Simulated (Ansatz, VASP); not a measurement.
InF: VASP beside Ansatz

```
In F
1.0
     0.00000    3.00449    3.00449
     3.00449    0.00000    3.00449
     3.00449    3.00449    0.00000
In F
1 1
Direct
  0.00000 0.00000 0.00000
  0.25000 0.25000 0.25000
```

Alike in both runs: task electric field gradients; functional PBE; k mesh 13 × 13 × 13; occupations fermi-dirac, width 0.05 eV; non-collinear spin, spin-orbit coupling.

|  | VASP | Ansatz |
| --- | --- | --- |
| version | VASP 6.6.1 | Ansatz 0.2.0 |
| potentials or method | VASP PAW PBE potentials, release 64 (In_d, F) | PAW with Ansatz's default frozen-core files, fully relativistic files with spin-orbit coupling |
| plane-wave cutoff (eV) | 520 | 420 |
| valence electrons in the cell | 20 | 20 |

```tsv
	VASP	Ansatz	Ansatz less VASP
pressure (GPa)	-0.1	0.0	+0.11
```

With one functional, cell and mesh, what is left measures potentials, basis and numerics.
